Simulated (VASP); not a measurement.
A run of VASP 6.6.1 is set up as follows.

INCAR

```
PREC = Accurate
ENCUT = 520
EDIFF = 1E-7
ISMEAR = 0
SIGMA = 0.01
LREAL = F
LASPH = T
NELM = 80
ALGO = Normal
ISIF = 2
LWAVE = F
LCHARG = T
GGA = PE
LELF = T
LVHAR = T
NBANDS = 11
```

Contents of KPOINTS:

```
Automatic mesh
0
Gamma
  6 6 6
```

File POSCAR:

```
MgO
1.0
    0.0000000000      2.1021680189      2.1021680189
    2.1021680189      0.0000000000      2.1021680189
    2.1021680189      2.1021680189      0.0000000000
Mg O
1 1
Direct
    0.0000000000      0.0000000000      0.0000000000
    0.5000000000      0.5000000000      0.5000000000
```

Potentials or basis: VASP PAW PBE potentials, release 64 (Mg, O).

The run is started by

```sh
$ cat potpaw_PBE.64/Mg/POTCAR potpaw_PBE.64/O/POTCAR > POTCAR
$ mpirun -np 1 vasp_std > vasp.out
```

Question: Estimate the pressure.

Answer: 4.9 GPa.

Question: Predict the band gap on the k mesh.

Answer: 4.78 eV, direct.

Caveat: the k points lie up to 0.43 Å⁻¹ apart. PBE gaps usually lie below the measured ones, often by a third to a half.
